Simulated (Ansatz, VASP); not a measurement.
InAs in VASP and in Ansatz

Contents of POSCAR:

```
InAs
1.0
    0.0000000000      3.0240000793      3.0240000793
    3.0240000793      0.0000000000      3.0240000793
    3.0240000793      3.0240000793      0.0000000000
In As
1 1
Direct
    0.0000000000      0.0000000000      0.0000000000
    0.7500000000      0.7500000000      0.7500000000
```

The input INCAR.step1:

```
PREC     = Accurate       # precision mode
ENCUT    = 520            # plane-wave cutoff, eV
ISMEAR   = 0              # smearing method
SIGMA    = 0.05           # smearing width, eV
LREAL    = F              # projectors in reciprocal space
LASPH    = T              # aspherical terms in the spheres
NELM     = 60             # most SCF steps
NBANDS   = 16             # bands
GGA      = PE             # functional
ALGO     = Normal         # electronic algorithm
EDIFF    = 1E-4           # SCF threshold, eV
LWAVE    = T              # write WAVECAR
LCHARG   = F              # write CHGCAR
```

INCAR.step2

```
PREC     = Accurate       # precision mode
ENCUT    = 520            # plane-wave cutoff, eV
EDIFF    = 1E-7           # SCF threshold, eV
ISMEAR   = 0              # smearing method
SIGMA    = 0.05           # smearing width, eV
LREAL    = F              # projectors in reciprocal space
LASPH    = T              # aspherical terms in the spheres
NELM     = 60             # most SCF steps
ALGO     = Normal         # electronic algorithm
ISIF     = 2              # what is computed and relaxed
LWAVE    = F              # write WAVECAR
LCHARG   = F              # write CHGCAR
METAGGA  = R2SCAN         # meta-GGA
LMIXTAU  = T            
NBANDS   = 16             # bands
ISTART   = 1
```

The input KPOINTS:

```
regular mesh
0
Gamma
  10 10 10
```

Input for Ansatz:

```yaml
crystal:
  lattice:
    - [0.0, 3.0240000793, 3.0240000793]
    - [3.0240000793, 0.0, 3.0240000793]
    - [3.0240000793, 3.0240000793, 0.0]
  atoms:
    - { symbol: In, position: [0.0, 0.0, 0.0] }
    - { symbol: As, position: [0.75, 0.75, 0.75] }
basis:
  ecutwfc: 500
  ecutrho_ratio: 4
kpoints:
  mp_grid: { grid: [10, 10, 10] }
hamiltonian:
  xc: r2scan
scf:
  occupations: { method: gaussian, width: 0.05 }
output:
  forces: true
  stress: true
  eigenvalues: true
```

Alike in both runs: task single point; functional r2SCAN; k mesh 10 × 10 × 10; occupations gaussian, width 0.05 eV; no spin polarisation.

|  | VASP | Ansatz |
| --- | --- | --- |
| version | VASP 6.6.1 | Ansatz 0.2.0 |
| potentials or method | VASP PAW PBE potentials, release 64 (In_d, As), cutoff 520 eV | scalar-relativistic, plane waves, PAW |
| valence electrons in the cell | 18 | 28 |

|  | VASP | Ansatz | Ansatz less VASP |
| --- | --- | --- | --- |
| gap on the k mesh at the Fermi level (eV) | 0.25 | 0.25 | 0.000 |
| least direct gap on the mesh (eV) | 0.25 | 0.25 | 0.000 |
| pressure (GPa) | 1.9 | 1.9 | 0.00 |

VASP's potentials were made for PBE, not for r2SCAN. The functional is the same, so the differences come from potentials, cutoffs and numerics. VASP's potentials hold 18 valence electrons a cell and Ansatz's 28, so a difference there can come from the potentials and not from the codes.
